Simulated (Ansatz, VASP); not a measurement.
**Two plane-wave programs on SiC**

```
CELL_PARAMETERS angstrom
3.07600 0.00000 0.00000
-1.53800 2.66389 0.00000
0.00000 0.00000 5.04800
ATOMIC_POSITIONS crystal
Si 0.66667 0.33333 0.50000
Si 0.33333 0.66667 0.00000
C 0.66667 0.33333 0.88500
C 0.33333 0.66667 0.38500
```

Alike in both runs: task relaxation of cell and atoms; functional PBE; k mesh 10 × 10 × 5; occupations fermi-dirac, width 0.05 eV; no spin polarisation.

|  | VASP | Ansatz |
| --- | --- | --- |
| version | VASP 6.6.1 | Ansatz 0.2.0 |
| potentials or method | VASP PAW PBE potentials, release 64 (Si, C) | Ansatz PAW |
| plane-wave cutoff (eV) | 600 | 420 |
| valence electrons in the cell | 16 | 16 |

|  | VASP | Ansatz | Ansatz less VASP |
| --- | --- | --- | --- |
| gap on the k mesh at the Fermi level, each at its own relaxed structure (eV) | 2.45 | 2.46 | +0.004 |
| relaxed volume (Å³/atom) | 10.49 | 10.50 | +0.008 |
| relaxed length of the cell vector where the two differ most in proportion (Å) | 3.091 | 3.092 | +0.0008 |

Noted on Ansatz's run: odd divisions of the mesh miss points on the zone boundary, where band edges often lie, so the gap on the mesh can be too wide; the plane-wave basis is chosen anew once the cell has moved, so the energies of steps on either side of that aren't comparable.
